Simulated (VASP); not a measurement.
Set up this calculation in VASP 6.6.1, as the native input.

```
Task                   : relaxation of cell and atoms
Functional             : PBE
Dispersion             : D3(BJ)
Potentials or basis    : VASP PAW PBE potentials, release 64 (Sn_d, Se)
Cutoff                 : 600 eV
k mesh                 : 10 × 10 × 10
Occupations            : gaussian, width 0.01 eV
Spin                   : no spin polarisation
Target pressure        : 12 GPa
Dipole correction      : no
Further INCAR settings : ALGO = Normal; EDIFF = 1e-06; IBRION = 2; EDIFFG = -0.001; NSW = 80; ISIF = 3
```

The structure of SnSe lies in POSCAR:

```
SnSe
1.0
    0.0000000000      2.9882564671      2.9882564671
    2.9882564671      0.0000000000      2.9882564671
    2.9882564671      2.9882564671      0.0000000000
Sn Se
1 1
Direct
    0.0000000000      0.0000000000      0.0000000000
    0.5000000000      0.5000000000      0.5000000000
```

One way to write it, as run:

INCAR

```
SYSTEM = SnSe
ALGO = Normal
EDIFF = 1E-6
EDIFFG = -0.001
ENCUT = 600
GGA = PE
IBRION = 2
ISIF = 3
ISMEAR = 0
IVDW = 12
LASPH = .TRUE.
LCHARG = .FALSE.
LREAL = .FALSE.
LWAVE = .FALSE.
NELM = 80
NSW = 80
PREC = Accurate
PSTRESS = 120.0
SIGMA = 0.01
```

KPOINTS

```
k-points
0
G
  10 10 10
  0 0 0
```

Potentials or basis: VASP PAW PBE potentials, release 64 (Sn_d, Se).

The run is started by

```sh
$ cat potpaw_PBE.64/Sn_d/POTCAR potpaw_PBE.64/Se/POTCAR > POTCAR
$ mpirun -np 1 vasp_std > vasp.out
```

It gave:

```json
{
 "Relaxed volume": "22.77 Å³/atom",
 "Relaxed cell": "a = 4.008 Å, b = 4.008 Å, c = 4.008 Å, α = 60.00°, β = 60.00°, γ = 60.00°",
 "Space group after relaxing (to 0.1 Å)": "Fm-3m (No. 225)",
 "Energy change on relaxing (the run minimises the enthalpy)": "+128.1 meV/atom",
 "Ionic steps": "10",
 "Pressure after relaxing": "12.0 GPa",
 "Band gap on the k mesh": "0.22 eV (least direct gap 0.50 eV)",
 "Dispersion energy per atom": "-0.425 eV"
}
```

Caveat: the cell is relaxed towards a set pressure, so the run minimises the enthalpy, not the energy; semilocal functionals underestimate gaps, and a narrow one can read as zero; spin-orbit coupling is left out, which moves the levels of the heavy elements.

Run time: 89 s on 1 thread of Intel(R) Xeon(R) 6975P-C (Granite Rapids) (shared host), peak memory 0.25 GiB.
